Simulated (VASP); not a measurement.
# K2S (Fm-3m) in VASP: single point with PBE

Aim: the single point of K2S with PBE.

Program: VASP 6.6.1. These are calculated values, not measurements. Logs are shortened: lines on timing, memory, paths and dates and some standing lists are left out, and cuts for length are marked.

### Step 1. The cell of the first run

Symmetry: Fm-3m, No. 225, cubic system. The conventional cell has a = 7.280 Å, b = 7.280 Å, c = 7.280 Å, α = 90.00°, β = 90.00°, γ = 90.00°. K (site symmetry -43m) has 4 S at 3.15 Å and 6 K at 3.64 Å within 4.1 Å. Within 4.1 Å of S (site symmetry m-3m) lie 8 K at 3.15 Å.

### Step 2. Single point, PBE (32.15 Å³/atom)

INCAR

```
ALGO     = Normal         # electronic algorithm
EDIFF    = 1E-6           # SCF threshold, eV
ENCUT    = 500            # plane-wave cutoff, eV
GGA      = PE             # functional
GGA_COMPAT= False        
ISIF     = 2              # what is computed and relaxed
ISMEAR   = 0              # smearing method
LASPH    = True           # aspherical terms in the spheres
LCHARG   = True           # write CHGCAR
LELF     = True           # ELF
LREAL    = False          # projectors in reciprocal space
LVHAR    = True         
LWAVE    = False          # write WAVECAR
NBANDS   = 19             # bands
NELM     = 120            # most SCF steps
PREC     = Accurate       # precision mode
SIGMA    = 0.01           # smearing width, eV
```

KPOINTS

```
k-points
0
Gamma
  4 4 4
```

POSCAR

```
K2S
1.0
    0.0000000000      3.6399486202      3.6399486202
    3.6399486202      0.0000000000      3.6399486202
    3.6399486202      3.6399486202      0.0000000000
K S
2 1
Direct
    0.2500000000      0.2500000000      0.2500000000
    0.7500000000      0.7500000000      0.7500000000
    0.0000000000      0.0000000000      0.0000000000
```

Potentials or basis: VASP PAW PBE potentials, release 64 (K_sv, S).

Command:

```
cat potpaw_PBE.64/K_sv/POTCAR potpaw_PBE.64/S/POTCAR > POTCAR
mpirun -np 1 vasp_std > vasp.out
```

OUTCAR:

```text
EDIFF = 1E-6
   ENCUT = 500
   GGA = PE
   ISIF = 2
   ISMEAR = 0
   LASPH = True
   LREAL = False
   NELM = 120
   PREC = Accurate

 ion  position               nearest neighbor table
   1  0.250  0.250  0.250-   3 3.15   3 3.15   3 3.15   3 3.15   2 3.64   2 3.64   2 3.64   2 3.64
                             2 3.64   2 3.64
   2  0.750  0.750  0.750-   3 3.15   3 3.15   3 3.15   3 3.15   1 3.64   1 3.64   1 3.64   1 3.64
                             1 3.64   1 3.64
   3  0.000  0.000  0.000-   2 3.15   2 3.15   2 3.15   1 3.15   2 3.15   1 3.15   1 3.15   1 3.15

  LATTYP: Found a face centered cubic cell.
 ALAT       =     7.2798972404

  Lattice vectors:

 A1 = (   0.0000000000,   3.6399486202,   3.6399486202)
 A2 = (   3.6399486202,   0.0000000000,   3.6399486202)
 A3 = (   3.6399486202,   3.6399486202,   0.0000000000)

Analysis of symmetry for initial positions (statically):
=====================================================================
 Subroutine PRICEL returns:
 Original cell was already a primitive cell.

 Routine SETGRP: Setting up the symmetry group for a
 face centered cubic supercell.

 Subroutine GETGRP returns: Found 48 space group operations
 (whereof 48 operations were pure point group operations)
 out of a pool of 48 trial point group operations.

The static configuration has the point symmetry O_h .

Analysis of symmetry for dynamics (positions and initial velocities):
=====================================================================
 Subroutine PRICEL returns:
 Original cell was already a primitive cell.

 Routine SETGRP: Setting up the symmetry group for a
 face centered cubic supercell.

 Subroutine GETGRP returns: Found 48 space group operations
 (whereof 48 operations were pure point group operations)
 out of a pool of 48 trial point group operations.

The dynamic configuration has the point symmetry O_h .

 Subroutine INISYM returns: Found 48 space group operations
 (whereof 48 operations are pure point group operations),
 and found     1 'primitive' translations

----------------------------------------------------------------------------------------

                                     Primitive cell

  volume of cell :      96.4530

  direct lattice vectors                    reciprocal lattice vectors
     0.000000000  3.639948620  3.639948620    -0.137364576  0.137364576  0.137364576
     3.639948620  0.000000000  3.639948620     0.137364576 -0.137364576  0.137364576
     3.639948620  3.639948620  0.000000000     0.137364576  0.137364576 -0.137364576

  length of vectors
     5.147664705  5.147664705  5.147664705     0.237922425  0.237922425  0.237922425

  position of ions in fractional coordinates (direct lattice)
     0.250000000  0.250000000  0.250000000
     0.750000000  0.750000000  0.750000000
     0.000000000  0.000000000  0.000000000

  ion indices of the primitive-cell ions
   primitive index   ion index
                 1           1
                 2           2
                 3           3

----------------------------------------------------------------------------------------

 KPOINTS: k-points

Automatic generation of k-mesh.
 Grid dimensions read from file:
 generate k-points for:    4    4    4

 Generating k-lattice:

  Cartesian coordinates                     Fractional coordinates (reciprocal lattice)
    -0.034341144  0.034341144  0.034341144     0.250000000  0.000000000  0.000000000
     0.034341144 -0.034341144  0.034341144     0.000000000  0.250000000  0.000000000
     0.034341144  0.034341144 -0.034341144     0.000000000  0.000000000  0.250000000

  Length of vectors
     0.059480606  0.059480606  0.059480606

  Shift w.r.t. Gamma in fractional coordinates (k-lattice)
     0.000000000  0.000000000  0.000000000

 Subroutine IBZKPT returns following result:
 ===========================================

 Found      8 irreducible k-points:

 Following reciprocal coordinates:
            Coordinates               Weight
  0.000000  0.000000  0.000000      1.000000
  0.250000  0.000000  0.000000      8.000000
  0.500000  0.000000  0.000000      4.000000
  0.250000  0.250000  0.000000      6.000000
  0.500000  0.250000  0.000000     24.000000
 -0.250000  0.250000  0.000000     12.000000
  0.500000  0.500000  0.000000      3.000000
 -0.250000  0.500000  0.250000      6.000000
   k-points           NKPTS =      8   k-points in BZ     NKDIM =      8   number of bands    NBANDS=     19
   number of dos      NEDOS =    301   number of ions     NIONS =      3
   total plane-waves  NPLWV =  64000
   dimension x,y,z NGX =    40 NGY =   40 NGZ =   40
   dimension x,y,z NGXF=    80 NGYF=   80 NGZF=   80
   ions per type =               2   1
   NGX,Y,Z   is equivalent  to a cutoff of  12.92, 12.92, 12.92 a.u.
   NGXF,Y,Z  is equivalent  to a cutoff of  25.84, 25.84, 25.84 a.u.
 SYSTEM =  unknown system
   PREC   = accura    normal or accurate (medium, high low for compatibility)
   ISTART =      0    job   : 0-new  1-cont  2-samecut
   ICHARG =      2    charge: 1-file 2-atom 10-const
   ISPIN  =      1    spin polarized calculation?
   LNONCOLLINEAR =      F non collinear calculations
   LSORBIT =      F    spin-orbit coupling
   LASPH  =      T    aspherical Exc in radial PAW
   ENCUT  =  500.0 eV  36.75 Ry    6.06 a.u.   9.39  9.39  9.39*2*pi/ulx,y,z
   NELM   =    120;   NELMIN=  2; NELMDL= -5     # of ELM steps
   EDIFF  = 0.1E-05   stopping-criterion for ELM
   LREAL  =      F    real-space projection
   EDIFFG = 0.1E-04   stopping-criterion for IOM
   NSW    =      0    number of steps for IOM
   IBRION =     -1    ionic relax: 0-MD 1-quasi-New 2-CG
   NFREE  =      0    steps in history (QN), initial steepest desc. (CG)
   ISIF   =      2    stress and relaxation
   ISYM   =      2    0-nonsym 1-usesym 2-fastsym
   POTIM  = 0.5000    time-step for ionic-motion
   TEBEG  =    0.0;   TEEND  =   0.0 temperature during run
   PSTRESS=    0.0 pullay stress
   NELECT =      24.0000    total number of electrons
   NUPDOWN=      -1.0000    fix difference up-down
   EMIN   =  10.00;   EMAX   =-10.00  energy-range for DOS
   EFERMI =   0.00;   METHOD = LEGACY
   ISMEAR =     0;   SIGMA  =   0.01  broadening in eV -4-tet -1-fermi 0-gaus
   EFERMI_NEDOS =   21; number of points for ismear=-14 and -15
   IALGO  =     38    algorithm
   IMIX   =      4    mixing-type and parameters
     AMIX     =   0.40;   BMIX     =  1.00
     AMIX_MAG =   1.60;   BMIX_MAG =  1.00
  volume/ion in A,a.u.               =      32.15       216.97
  Fermi-wavevector in a.u.,A,eV,Ry     =   1.029690  1.945833 14.425744  1.060262
  Thomas-Fermi vector in A             =   2.163751
   LORBIT       =      0    0 simple, 1 ext, 2 COOP (PROOUT), +10 PAW based schemes
   GGA     = PE    functional components
   LHFCALC =     F    Hartree Fock is set to
   AEXX    =    0.0000 exact exchange contribution
   IVDW    =     0    specifies the selected vdW correction
   LEPSILON=     F    determine dielectric tensor
   LRPA    =     F    only Hartree local field effects (RPA)
 non-spin polarized calculation
 Gauss-broadening in eV      SIGMA  =   0.01
  energy-cutoff  :      500.00
  volume of cell :       96.45
 maximum number of plane-waves:      2468
 NGX is ok and might be reduce to    40
   NGX = 19   NGY = 19   NGZ = 19

 number of electron      24.0000001 magnetization

 Free energy of the ion-electron system (eV)
  ---------------------------------------------------
  ext. energy  EPLUGINS =         0.00000000
  ---------------------------------------------------
  free energy    TOTEN  =        -9.38232717 eV

  energy without entropy =       -9.38232717  energy(sigma->0) =       -9.38232717

 E-fermi :  -0.1177     XC(G=0):  -7.5266

 val. band max:       -0.1676381123   @ k =   0.5000   0.5000   0.0000
 cond. band min:       2.3433411492   @ k =   0.0000   0.0000   0.0000
 fundamental gap:      2.5109792615
 Fermi energy:        -0.1177143619

 k-point     1 :       0.0000    0.0000    0.0000
  band No.  band energies     occupation
      1     -29.2969      2.00000
      2     -29.1962      2.00000
      3     -12.9078      2.00000
      4     -12.9078      2.00000
      5     -12.9078      2.00000
      6     -12.6347      2.00000
[... 11 lines left out ...]
     18       7.4813      0.00000
     19       8.4877      0.00000

 k-point     2 :       0.2500    0.0000    0.0000
  band No.  band energies     occupation
      1     -29.2815      2.00000
      2     -29.2104      2.00000
      3     -12.8988      2.00000
      4     -12.8730      2.00000
      5     -12.8730      2.00000
      6     -12.7364      2.00000
[... 11 lines left out ...]
     18       7.6551      0.00000
     19       7.6551      0.00000

 k-point     3 :       0.5000    0.0000    0.0000
  band No.  band energies     occupation
      1     -29.2454      2.00000
      2     -29.2452      2.00000
      3     -12.9127      2.00000
      4     -12.8055      2.00000
      5     -12.7877      2.00000
      6     -12.7877      2.00000
[... 11 lines left out ...]
     18       7.5324      0.00000
     19       7.7273      0.00000

 k-point     4 :       0.2500    0.2500    0.0000
  band No.  band energies     occupation
      1     -29.2792      2.00000
      2     -29.2122      2.00000
      3     -12.9451      2.00000
      4     -12.9451      2.00000
      5     -12.9120      2.00000
      6     -12.7346      2.00000
[... 11 lines left out ...]
     18       7.3804      0.00000
     19       7.6510      0.00000

 k-point     5 :       0.5000    0.2500    0.0000
  band No.  band energies     occupation
      1     -29.2568      2.00000
      2     -29.2332      2.00000
      3     -13.0659      2.00000
      4     -12.9370      2.00000
      5     -12.9222      2.00000
      6     -12.6603      2.00000
[... 11 lines left out ...]
     18       7.4269      0.00000
     19       8.1092      0.00000

 k-point     6 :      -0.2500    0.2500    0.0000
  band No.  band energies     occupation
      1     -29.2620      2.00000
      2     -29.2285      2.00000
      3     -13.0268      2.00000
      4     -12.8746      2.00000
      5     -12.8108      2.00000
      6     -12.7741      2.00000
[... 11 lines left out ...]
     18       7.1872      0.00000
     19       7.9944      0.00000

 k-point     7 :       0.5000    0.5000    0.0000
  band No.  band energies     occupation
      1     -29.2613      2.00000
      2     -29.2280      2.00000
      3     -13.1594      2.00000
      4     -12.9818      2.00000
      5     -12.9818      2.00000
      6     -12.5911      2.00000
[... 11 lines left out ...]
     18       7.5986      0.00000
     19       7.9045      0.00000

 k-point     8 :      -0.2500    0.5000    0.2500
  band No.  band energies     occupation
      1     -29.2447      2.00000
      2     -29.2447      2.00000
      3     -13.1297      2.00000
      4     -13.0140      2.00000
      5     -12.7911      2.00000
      6     -12.7911      2.00000
[... 11 lines left out ...]
     18       7.2747      0.00000
     19       7.9975      0.00000

------------------------ aborting loop because EDIFF is reached ----------------------------------------

  FORCE on cell =-STRESS in cart. coord.  units (eV):
  Direction    XX          YY          ZZ          XY          YZ          ZX
  --------------------------------------------------------------------------------------
  -------------------------------------------------------------------------------------
  Total        0.9922570      0.9922570      0.9922570      0.0000000      0.0000000     -0.0000000
  in kB       16.4823443     16.4823443     16.4823443      0.0000000      0.0000000     -0.0000000
  external PRESSURE =      16.4823443 kB  Pullay stress =       0.0000000 kB

 VOLUME and BASIS-vectors are now :
 -----------------------------------------------------------------------------
  energy-cutoff  :      500.00
  volume of cell :       96.45
      direct lattice vectors                 reciprocal lattice vectors
     0.000000000  3.639948620  3.639948620    -0.137364576  0.137364576  0.137364576
     3.639948620  0.000000000  3.639948620     0.137364576 -0.137364576  0.137364576
     3.639948620  3.639948620  0.000000000     0.137364576  0.137364576 -0.137364576

 POSITION                                       TOTAL-FORCE (eV/Angst)
 -----------------------------------------------------------------------------------
      1.81997      1.81997      1.81997         0.000000      0.000000     -0.000000
      5.45992      5.45992      5.45992        -0.000000     -0.000000      0.000000
      0.00000      0.00000      0.00000         0.000000      0.000000      0.000000
 -----------------------------------------------------------------------------------
    total drift:                               -0.000000     -0.000000      0.000000

  FREE ENERGIE OF THE ION-ELECTRON SYSTEM (eV)
  ---------------------------------------------------
  free  energy   TOTEN  =        -9.3823271717 eV

  energy  without entropy=       -9.3823271717  energy(sigma->0) =       -9.38232717
```

Run time: 48 s. Hardware: 1 thread of Intel Xeon 8259CL, shared host; peak memory 0.23 GiB.

Results:

```
Free energy            : -9.3823 eV
Pressure               : 1.6 GPa
Band gap on the k mesh : 2.51 eV (least direct gap 2.76 eV)
```

A k mesh can miss the band edges. As with any semilocal functional, this PBE gap is likely too small.
